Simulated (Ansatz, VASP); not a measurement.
Two plane-wave programs on Pt

Contents of POSCAR:

```
Pt
1.0
   -1.5735873306      1.5735873306      1.5735873306
    1.5735873306     -1.5735873306      1.5735873306
    1.5735873306      1.5735873306     -1.5735873306
Pt
1
Direct
    0.0000000000      0.0000000000      0.0000000000
```

File INCAR.step1:

```
PREC = Accurate
ENCUT = 520
EDIFF = 1E-5
ISMEAR = -1
SIGMA = 0.05
LREAL = False
LASPH = True
NELM = 100
ALGO = Normal
ISIF = 2
LWAVE = True
LCHARG = False
NBANDS = 11
GGA = PE
```

INCAR.step2

```
PREC = Accurate
ENCUT = 520
EDIFF = 1E-6
ISMEAR = -1
SIGMA = 0.05
LREAL = False
LASPH = True
NELM = 100
ALGO = Normal
ISIF = 2
LWAVE = False
LCHARG = False
GGA = PE
LHFCALC = True
AEXX = 0.25
PRECFOCK = Normal
NBANDS = 11
ISTART = 1
```

Contents of KPOINTS:

```
regular mesh
0
Gamma
  6 6 6
```

File input.yaml:

```yaml
crystal:
  lattice:
    - [-1.5735873306, 1.5735873306, 1.5735873306]
    - [1.5735873306, -1.5735873306, 1.5735873306]
    - [1.5735873306, 1.5735873306, -1.5735873306]
  atoms:
    - { symbol: Pt, position: [0.0, 0.0, 0.0] }
hamiltonian:
  xc: pbe0
  pseudopotentials: { kind: paw }
kpoints:
  mp_grid: { grid: [6, 6, 6] }
scf:
  occupations: { method: fermi_dirac, width: 0.05 }
output:
  forces: true
  stress: true
  eigenvalues: true
  write_density: true
  write_potential: true
  elf: true
  volumetric_format: npy
```

Alike in both runs: task single point; functional PBE0; k mesh 6 × 6 × 6; occupations fermi-dirac, width 0.05 eV; no spin polarisation.

|  | VASP | Ansatz |
| --- | --- | --- |
| version | VASP 6.6.1 | Ansatz 0.2.0 |
| potentials or method | VASP PAW PBE potentials, release 64 (Pt) | Ansatz PAW |
| plane-wave cutoff (eV) | 520 | 420 |
| valence electrons in the cell | 10 | 18 |

```csv
,VASP,Ansatz,Ansatz less VASP
gap on the k mesh at the Fermi level (eV),none,none,-
pressure (GPa),-4.1,-4.1,0.00
```

A gap of «none» marks a metal or a gap that the smearing closes. VASP's potentials hold 10 valence electrons a cell and Ansatz's 18, so a difference there can come from the potentials and not from the codes.

The k mesh is coarse, so the values compare programs but aren't converged. Neither program's run includes spin-orbit coupling.
